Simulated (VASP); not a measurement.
The system is Ag.

```xyz
5
Lattice="2.7580 0.0000 0.0000 -1.3790 2.3885 0.0000 0.0000 0.0000 13.1967" Properties=species:S:1:pos:R:3 pbc="T T T"
Ag    1.3790    0.7962   10.5574
Ag    0.0000    0.0000    0.0000
Ag    0.0000    1.5923    2.6393
Ag    1.3790    0.7962    5.2787
Ag    0.0000    1.5923    7.9180
```

- Program: VASP 6.6.1
- Task: relaxation of cell and atoms
- Functional: PBE
- Potentials or basis: VASP PAW PBE potentials, release 64 (Ag)
- Cutoff: 600 eV
- k mesh: 6 × 6 × 2
- Occupations: gaussian, width 0.1 eV
- Spin: no spin polarisation

At the start: pressure 6.5 GPa; volume 17.39 Å³/atom.

Q: How do energy, volume and symmetry change on relaxing?

A: Over 5 steps the energy falls by 114.2 meV/atom and the volume is 17.98 Å³/atom (+3.4 %); space group P-3m1 (No. 164, to 0.05 Å).

The path:
| step | energy change (eV) | largest force (eV/Å) | pressure (GPa) | volume (Å³) |
| --- | --- | --- | --- | --- |
| 1 | 0.0000 | 0.0111 | 6.53 | 86.93 |
| 2 | -0.4674 | 0.0023 | -4.49 | 95.76 |
| 3 | -0.4768 | 0.0028 | -3.37 | 94.38 |
| 4 | -0.5697 | 0.0037 | -0.31 | 90.33 |
| 5 | -0.5711 | 0.0038 | 0.11 | 89.88 |

Final structure:
```
CELL_PARAMETERS angstrom
2.92131 0.00000 0.00000
-1.46066 2.52993 0.00000
0.00000 0.00000 12.16135
ATOMIC_POSITIONS crystal
Ag 0.66667 0.33333 0.80005
Ag 0.00000 0.00000 0.00000
Ag 0.33333 0.66667 0.19995
Ag 0.66667 0.33333 0.39998
Ag 0.33333 0.66667 0.60002
```

Caveat: the k points lie up to 0.41 Å⁻¹ apart in the final cell.
